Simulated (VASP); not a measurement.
The system is MoS2.

```
Mo S
1.0
     3.22746    0.00000    0.00000
    -1.61373    2.79507    0.00000
     0.00000    0.00000    6.31247
Mo S
1 2
Direct
  0.00000 0.00000 0.50000
  0.66667 0.33333 0.74468
  0.33333 0.66667 0.25532
```

Base run:

* Program: VASP 6.6.1
* Functional: LDA
* Potentials or basis: VASP PAW LDA potentials, release 64 (Mo_sv, S)
* Cutoff: 520 eV
* k mesh: 9 × 9 × 4
* Occupations: fermi-dirac, width 0.05 eV
* Spin: no spin polarisation
* Hubbard terms: Mo d U = 5.0 eV

Its results: band gap on the k mesh zero (bands 13 and 14 overlap by 1.07 eV); pressure -3.1 GPa; largest force 0.095 eV/Å.

Question: The run is repeated on the same cell with these changes: hubbard terms from Mo d U = 5.0 eV to none. What comes out?

Answer: Band gap on the k mesh zero (bands 13 and 14 overlap by 0.97 eV); pressure -5.9 GPa; largest force 0.132 eV/Å.

Caveats: the cell stands under tension; U without spin polarisation on a metal has little footing (at least some runs).
